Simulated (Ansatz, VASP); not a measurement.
## One calculation of TiSi2, two programs

The input INCAR:

```
PREC     = Accurate       # precision mode
ENCUT    = 520            # plane-wave cutoff, eV
EDIFF    = 1E-6           # SCF threshold, eV
ISMEAR   = 0              # smearing method
SIGMA    = 0.15           # smearing width, eV
LREAL    = F              # projectors in reciprocal space
LASPH    = T              # aspherical terms in the spheres
NELM     = 60             # most SCF steps
ALGO     = Normal         # electronic algorithm
ISIF     = 2              # what is computed and relaxed
LWAVE    = F              # write WAVECAR
LCHARG   = F              # write CHGCAR
GGA      = PS             # functional
NBANDS   = 17             # bands
```

The input KPOINTS:

```
Automatic mesh
0
Gamma
  16 16 16
```

File POSCAR:

```
TiSi2
1.0
   -1.4670367699      1.6943352577      4.1674685337
    1.4670367699     -1.6943352577      4.1674685337
    1.4670367699      1.6943352577     -4.1674685337
Ti Si
1 2
Direct
    0.0000000000      0.0000000000      0.0000000000
    0.3303789159      0.3303789159      0.0000000000
    0.6696210841      0.6696210841      0.0000000000
```

Input for Ansatz:

```yaml
crystal:
  lattice:
    - [-1.4670367766, 1.6943352532, 4.16746853]
    - [1.4670367766, -1.6943352532, 4.16746853]
    - [1.4670367766, 1.6943352532, -4.16746853]
  atoms:
    - { symbol: Ti, position: [0.0, 0.0, 0.0] }
    - { symbol: Si, position: [0.3303789148, 0.3303789148, 0.0] }
    - { symbol: Si, position: [0.6696210852, 0.6696210852, 0.0] }
basis:
  ecutwfc: 420
kpoints:
  mp_grid: { grid: [16, 16, 16] }
hamiltonian:
  xc: pbesol
scf:
  occupations: { method: gaussian, width: 0.15 }
output:
  forces: true
  stress: true
  eigenvalues: true
```

Alike in both runs: task single point; functional PBEsol; k mesh 16 × 16 × 16; occupations gaussian, width 0.15 eV; no spin polarisation.

|  | VASP | Ansatz |
| --- | --- | --- |
| version | VASP 6.6.1 | Ansatz 0.2.0 |
| potentials or method | VASP PAW PBE potentials, release 64 (Ti_sv, Si), cutoff 520 eV | scalar-relativistic, plane waves, PAW |
| valence electrons in the cell | 20 | 20 |

Ansatz gave:

| Quantity | Value |
| --- | --- |
| gap on the k mesh at the Fermi level (eV) | none |
| pressure (GPa) | 0.0 |
| traceless stress, the component that is largest in VASP (GPa) | 0.07 |
| rms of the force components (eV/Å) | 0.012 |

Task: Estimate VASP's values.

Result: gap on the k mesh at the Fermi level (eV): none; pressure (GPa): 0.1; traceless stress, the component that is largest in VASP (GPa): 0.05; rms of the force components (eV/Å): 0.011.

VASP's potentials were made for PBE, not for PBEsol. Atom by atom the forces differ by 0.001 eV/Å (rms over components). A gap of «none» marks a metal or a gap that the smearing closes.
